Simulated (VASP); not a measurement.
Wanted: the native input for a VASP 6.6.1 run.

* Task: relaxation of cell and atoms
* Functional: PBEsol
* Potentials or basis: VASP PAW PBE potentials, release 64 (I)
* Cutoff: 500 eV
* k mesh: 9 × 9 × 9
* Occupations: fermi-dirac, width 0.05 eV
* Spin: no spin polarisation
* Target pressure: 10 GPa
* Dipole correction: no
* Further INCAR settings: ALGO = Normal; EDIFF = 1e-07; IBRION = 2; EDIFFG = -0.01; NSW = 80; ISIF = 3

The structure of I lies in POSCAR:

```
I
1.0
   -2.0150000000      2.0150000000      2.0150000000
    2.0150000000     -2.0150000000      2.0150000000
    2.0150000000      2.0150000000     -2.0150000000
I
1
Direct
    0.0000000000      0.0000000000      0.0000000000
```

One way to write it, as run:

INCAR

```
SYSTEM = I
ALGO     = Normal         ! electronic algorithm
EDIFF    = 1E-7           ! SCF threshold, eV
EDIFFG   = -0.01          ! ionic threshold
ENCUT    = 500            ! plane-wave cutoff, eV
GGA      = PS             ! functional
GGA_COMPAT= .FALSE.      
IBRION   = 2              ! ionic algorithm
ISIF     = 3              ! what is computed and relaxed
ISMEAR   = -1             ! smearing method
LASPH    = .TRUE.         ! aspherical terms in the spheres
LCHARG   = .FALSE.        ! write CHGCAR
LREAL    = .FALSE.        ! projectors in reciprocal space
LWAVE    = .FALSE.        ! write WAVECAR
NELM     = 120            ! most SCF steps
NELMIN   = 4            
NSW      = 80             ! ionic steps
PREC     = Accurate       ! precision mode
PSTRESS  = 100.0        
SIGMA    = 0.05           ! smearing width, eV
```

KPOINTS

```
k-points
0
G
  9 9 9
  0 0 0
```

Potentials or basis: VASP PAW PBE potentials, release 64 (I).

The run is started by

```sh
$ cat potpaw_PBE.64/I/POTCAR > POTCAR
$ mpirun -np 1 vasp_std > vasp.out
```

Results of the run:

- Relaxed volume: 27.26 Å³/atom
- Relaxed cell: a = 3.284 Å, b = 3.284 Å, c = 3.284 Å, α = 109.47°, β = 109.47°, γ = 109.47°
- Space group after relaxing (to 0.1 Å): Im-3m (No. 229)
- Energy change on relaxing (the run minimises the enthalpy): +146.5 meV/atom
- Ionic steps: 6
- Pressure after relaxing: 10.0 GPa
- Band gap on the k mesh: zero (an odd number of electrons rules out a gap without spin polarisation)

Caveat: the cell is relaxed towards a set pressure, so the run minimises the enthalpy, not the energy; the volume moved by over 15 % at a fixed basis, so the end points are rough; the PAW data sets were made with another functional, which shifts forces and pressure a little; spin-orbit coupling is left out, which moves the levels of the heavy elements; an odd number of electrons without spin polarisation forces a metal; a magnetic or distorted state may lie lower.

Wall time 16 s on 1 thread of Intel(R) Xeon(R) 6975P-C (Granite Rapids) (shared host), peak memory 0.16 GiB.
